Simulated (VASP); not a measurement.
# Al in VASP: single point with PBE

Aim: the single point of Al with PBE.

Everything below comes from runs of VASP 6.6.1. Logs are shortened: lines on timing, memory, paths and dates and some standing lists are left out, and cuts for length are marked.

## 1. The cell of the first run

The cell holds a slab with vacuum, 6 atoms: a = 2.857 Å, b = 2.857 Å, c = 25.662 Å, α = 90.00°, β = 90.00°, γ = 120.00°.

## 2. Single point, PBE

Contents of INCAR:

```
SYSTEM = Al
PREC     = Accurate       ! precision mode
ENCUT    = 400            ! plane-wave cutoff, eV
EDIFF    = 1E-6           ! SCF threshold, eV
ISMEAR   = 1              ! smearing method
SIGMA    = 0.1            ! smearing width, eV
LREAL    = .False.        ! projectors in reciprocal space
LASPH    = .True.         ! aspherical terms in the spheres
NELM     = 120            ! most SCF steps
ALGO     = Normal         ! electronic algorithm
ISIF     = 2              ! what is computed and relaxed
LWAVE    = .False.        ! write WAVECAR
LCHARG   = .False.        ! write CHGCAR
GGA      = PE             ! functional
NBANDS   = 18             ! bands
GGA_COMPAT= .False.      
NELMDL   = -8
```

Contents of KPOINTS:

```
Automatic mesh
0
Gamma
  3 3 1
  0 0 0
```

Contents of POSCAR:

```
Al
1.0
    2.8567110000      0.0000000000      0.0000000000
   -1.4283560000      2.4739850000      0.0000000000
    0.0000000000      0.0000000000     25.6624750000
Al
6
Direct
    0.0000000000      0.0000000000      0.2727720000
    0.3333330000      0.6666670000      0.3636630000
    0.6666670000      0.3333330000      0.4545540000
    0.0000000000      0.0000000000      0.5454460000
    0.3333330000      0.6666670000      0.6363370000
    0.6666670000      0.3333330000      0.7272280000
```

Potentials or basis: VASP PAW PBE potentials, release 64 (Al).

Command:

```console
cat potpaw_PBE.64/Al/POTCAR > POTCAR
mpirun -np 1 vasp_std > vasp.out
```

OUTCAR:

```text
SYSTEM = Al
   PREC = Accurate
   ENCUT = 400
   EDIFF = 1E-6
   ISMEAR = 1
   LREAL = .False.
   LASPH = .True.
   NELM = 120
   ISIF = 2
   GGA = PE
   NELMDL = -8

 ion  position               nearest neighbor table
   1  0.000  0.000  0.273-   2 2.86   2 2.86   2 2.86
   2  0.333  0.667  0.364-   3 2.86   1 2.86   3 2.86   1 2.86   1 2.86   3 2.86
   3  0.667  0.333  0.455-   2 2.86   2 2.86   2 2.86   4 2.86   4 2.86   4 2.86
   4  0.000  0.000  0.545-   5 2.86   5 2.86   5 2.86   3 2.86   3 2.86   3 2.86
   5  0.333  0.667  0.636-   6 2.86   4 2.86   6 2.86   4 2.86   4 2.86   6 2.86
   6  0.667  0.333  0.727-   5 2.86   5 2.86   5 2.86

  LATTYP: Found a hexagonal cell.
 ALAT       =     2.8567110000
 C/A-ratio  =     8.9832240643

  Lattice vectors:

 A1 = (   2.8567110000,   0.0000000000,   0.0000000000)
 A2 = (  -1.4283560000,   2.4739850000,   0.0000000000)
 A3 = (   0.0000000000,   0.0000000000,  25.6624750000)

Analysis of symmetry for initial positions (statically):
=====================================================================
 Subroutine PRICEL returns:
 Original cell was already a primitive cell.

 Routine SETGRP: Setting up the symmetry group for a
 hexagonal supercell.

 Subroutine GETGRP returns: Found 12 space group operations
 (whereof  6 operations were pure point group operations)
 out of a pool of 24 trial point group operations.

The static configuration has the point symmetry C_3v.
 The point group associated with its full space group is D_3d.

Analysis of symmetry for dynamics (positions and initial velocities):
=====================================================================
 Subroutine PRICEL returns:
 Original cell was already a primitive cell.

 Routine SETGRP: Setting up the symmetry group for a
 hexagonal supercell.

 Subroutine GETGRP returns: Found 12 space group operations
 (whereof  6 operations were pure point group operations)
 out of a pool of 24 trial point group operations.

The dynamic configuration has the point symmetry C_3v.
 The point group associated with its full space group is D_3d.

 Subroutine INISYM returns: Found 12 space group operations
 (whereof  6 operations are pure point group operations),
 and found     1 'primitive' translations

----------------------------------------------------------------------------------------

                                     Primitive cell

  volume of cell :     181.3685

  direct lattice vectors                    reciprocal lattice vectors
     2.856711000  0.000000000  0.000000000     0.350052910  0.202103155  0.000000000
    -1.428356000  2.473985000  0.000000000     0.000000000  0.404206169  0.000000000
     0.000000000  0.000000000 25.662475000     0.000000000  0.000000000  0.038967403

  length of vectors
     2.856711000  2.856711859 25.662475000     0.404206291  0.404206169  0.038967403

  position of ions in fractional coordinates (direct lattice)
     0.000000000  0.000000000  0.272772000
     0.333333000  0.666667000  0.363663000
     0.666667000  0.333333000  0.454554000
     0.000000000  0.000000000  0.545446000
     0.333333000  0.666667000  0.636337000
     0.666667000  0.333333000  0.727228000

  ion indices of the primitive-cell ions
   primitive index   ion index
                 1           1
                 2           2
                 3           3
                 4           4
                 5           5
                 6           6

----------------------------------------------------------------------------------------

 KPOINTS: Automatic mesh

Automatic generation of k-mesh.
 Grid dimensions read from file:
 generate k-points for:    3    3    1

 Generating k-lattice:

  Cartesian coordinates                     Fractional coordinates (reciprocal lattice)
     0.116684303  0.067367718  0.000000000     0.333333333  0.000000000  0.000000000
     0.000000000  0.134735390  0.000000000     0.000000000  0.333333333  0.000000000
     0.000000000  0.000000000  0.038967403     0.000000000  0.000000000  1.000000000

  Length of vectors
     0.134735430  0.134735390  0.038967403

  Shift w.r.t. Gamma in fractional coordinates (k-lattice)
     0.000000000  0.000000000  0.000000000

 Subroutine IBZKPT returns following result:
 ===========================================

 Found      3 irreducible k-points:

 Following reciprocal coordinates:
            Coordinates               Weight
  0.000000  0.000000  0.000000      1.000000
  0.333333  0.000000  0.000000      6.000000
  0.333333  0.333333  0.000000      2.000000
   k-points           NKPTS =      3   k-points in BZ     NKDIM =      3   number of bands    NBANDS=     18
   number of dos      NEDOS =    301   number of ions     NIONS =      6
   total plane-waves  NPLWV =  67200
   dimension x,y,z NGX =    20 NGY =   20 NGZ =  168
   dimension x,y,z NGXF=    40 NGYF=   40 NGZF=  336
   ions per type =               6
   NGX,Y,Z   is equivalent  to a cutoff of  11.64, 11.64, 10.88 a.u.
   NGXF,Y,Z  is equivalent  to a cutoff of  23.28, 23.28, 21.77 a.u.
 SYSTEM =  Al
   PREC   = accura    normal or accurate (medium, high low for compatibility)
   ISTART =      0    job   : 0-new  1-cont  2-samecut
   ICHARG =      2    charge: 1-file 2-atom 10-const
   ISPIN  =      1    spin polarized calculation?
   LNONCOLLINEAR =      F non collinear calculations
   LSORBIT =      F    spin-orbit coupling
   LASPH  =      T    aspherical Exc in radial PAW
   ENCUT  =  400.0 eV  29.40 Ry    5.42 a.u.   4.66  4.66 41.85*2*pi/ulx,y,z
   NELM   =    120;   NELMIN=  2; NELMDL= -8     # of ELM steps
   EDIFF  = 0.1E-05   stopping-criterion for ELM
   LREAL  =      F    real-space projection
   EDIFFG = 0.1E-04   stopping-criterion for IOM
   NSW    =      0    number of steps for IOM
   IBRION =     -1    ionic relax: 0-MD 1-quasi-New 2-CG
   NFREE  =      0    steps in history (QN), initial steepest desc. (CG)
   ISIF   =      2    stress and relaxation
   ISYM   =      2    0-nonsym 1-usesym 2-fastsym
   POTIM  = 0.5000    time-step for ionic-motion
   TEBEG  =    0.0;   TEEND  =   0.0 temperature during run
   PSTRESS=    0.0 pullay stress
   NELECT =      18.0000    total number of electrons
   NUPDOWN=      -1.0000    fix difference up-down
   EMIN   =  10.00;   EMAX   =-10.00  energy-range for DOS
   EFERMI =   0.00;   METHOD = LEGACY
   ISMEAR =     1;   SIGMA  =   0.10  broadening in eV -4-tet -1-fermi 0-gaus
   EFERMI_NEDOS =   21; number of points for ismear=-14 and -15
   IALGO  =     38    algorithm
   IMIX   =      4    mixing-type and parameters
     AMIX     =   0.40;   BMIX     =  1.00
     AMIX_MAG =   1.60;   BMIX_MAG =  1.00
  volume/ion in A,a.u.               =      30.23       203.99
  Fermi-wavevector in a.u.,A,eV,Ry     =   0.757958  1.432333  7.816548  0.574500
  Thomas-Fermi vector in A             =   1.856421
   LORBIT       =      0    0 simple, 1 ext, 2 COOP (PROOUT), +10 PAW based schemes
   GGA     = PE    functional components
   LHFCALC =     F    Hartree Fock is set to
   AEXX    =    0.0000 exact exchange contribution
   IVDW    =     0    specifies the selected vdW correction
   LEPSILON=     F    determine dielectric tensor
   LRPA    =     F    only Hartree local field effects (RPA)
 non-spin polarized calculation
 Methfessel and Paxton  Order N= 1 SIGMA  =   0.10
  energy-cutoff  :      400.00
  volume of cell :      181.37
 maximum number of plane-waves:      3311
 NGX is ok and might be reduce to    18
   NGX =  9   NGY =  9   NGZ = 83

 number of electron      18.0000000 magnetization

 Free energy of the ion-electron system (eV)
  ---------------------------------------------------
  ext. energy  EPLUGINS =         0.00000000
  ---------------------------------------------------
  free energy    TOTEN  =       -20.70954602 eV

  energy without entropy =      -20.69993008  energy(sigma->0) =      -20.70634071

 E-fermi :   2.5898     XC(G=0):  -6.2707

 val. band max:        2.1994441580   @ k =   0.3333   0.0000   0.0000
 cond. band min:       2.6334290302   @ k =   0.3333   0.0000   0.0000
 fundamental gap:      0.4339848722
 Fermi energy:         2.5897663026

 k-point     1 :       0.0000    0.0000    0.0000
  band No.  band energies     occupation
      1      -8.1312      2.00000
      2      -7.7385      2.00000
      3      -6.9472      2.00000
      4      -5.8100      2.00000
      5      -4.4694      2.00000
      6      -2.7769      2.00000
[... 10 lines left out ...]
     17      12.2355      0.00000
     18      13.7484      0.00000

 k-point     2 :       0.3333    0.0000    0.0000
  band No.  band energies     occupation
      1      -5.4713      2.00000
      2      -5.0864      2.00000
      3      -4.3081      2.00000
      4      -3.1881      2.00000
      5      -1.8708      2.00000
      6      -0.2154      2.00000
[... 10 lines left out ...]
     17       8.5758      0.00000
     18       8.9424      0.00000

 k-point     3 :       0.3333    0.3333    0.0000
  band No.  band energies     occupation
      1      -0.3205      2.00000
      2      -0.3205      2.00000
      3      -0.2987      2.00000
      4       0.0209      2.00000
      5       0.0209      2.00000
      6       0.1033      2.00000
[... 10 lines left out ...]
     17       5.0755      0.00000
     18       5.2029      0.00000

------------------------ aborting loop because EDIFF is reached ----------------------------------------

  FORCE on cell =-STRESS in cart. coord.  units (eV):
  Direction    XX          YY          ZZ          XY          YZ          ZX
  --------------------------------------------------------------------------------------
  -------------------------------------------------------------------------------------
  Total        1.1563836      1.1563842     -6.9398046     -0.0000002     -0.0000000     -0.0000000
  in kB       10.2152872     10.2152930    -61.3050030     -0.0000021     -0.0000000     -0.0000000
  external PRESSURE =     -13.6248076 kB  Pullay stress =       0.0000000 kB

 VOLUME and BASIS-vectors are now :
 -----------------------------------------------------------------------------
  energy-cutoff  :      400.00
  volume of cell :      181.37
      direct lattice vectors                 reciprocal lattice vectors
     2.856711000  0.000000000  0.000000000     0.350052910  0.202103155  0.000000000
    -1.428356000  2.473985000  0.000000000     0.000000000  0.404206169  0.000000000
     0.000000000  0.000000000 25.662475000     0.000000000  0.000000000  0.038967403

 POSITION                                       TOTAL-FORCE (eV/Angst)
 -----------------------------------------------------------------------------------
      0.00000      0.00000      7.00000         0.000000     -0.000000      0.366194
     -0.00000      1.64932      9.33249         0.000000     -0.000000      0.433142
      1.42836      0.82466     11.66498         0.000000     -0.000000     -0.161650
      0.00000      0.00000     13.99749        -0.000000      0.000000      0.161650
     -0.00000      1.64932     16.32998        -0.000000      0.000000     -0.433142
      1.42836      0.82466     18.66247        -0.000000      0.000000     -0.366194
 -----------------------------------------------------------------------------------
    total drift:                                0.000004     -0.000002     -0.000031

  FREE ENERGIE OF THE ION-ELECTRON SYSTEM (eV)
  ---------------------------------------------------
  free  energy   TOTEN  =       -20.7095460249 eV

  energy  without entropy=      -20.6999300836  energy(sigma->0) =      -20.70634071
```

Wall time 43 s (1 thread of Intel Xeon 8259CL, shared host); peak memory 0.22 GiB.

What came out:

* Free energy: -20.7095 eV
* Largest force: 0.433 eV/Å
* Band gap on the k mesh: zero (band 9 reaches 3.09 eV, above the bottom of band 10 at 1.44 eV)

Forces on the atoms (eV/Å):
```
Al   0.000  0.000  0.366
Al   0.000  0.000  0.433
Al   0.000  0.000 -0.162
Al   0.000  0.000  0.162
Al   0.000  0.000 -0.433
Al   0.000  0.000 -0.366
```

Caveat: the k points lie up to 0.85 Å⁻¹ apart.
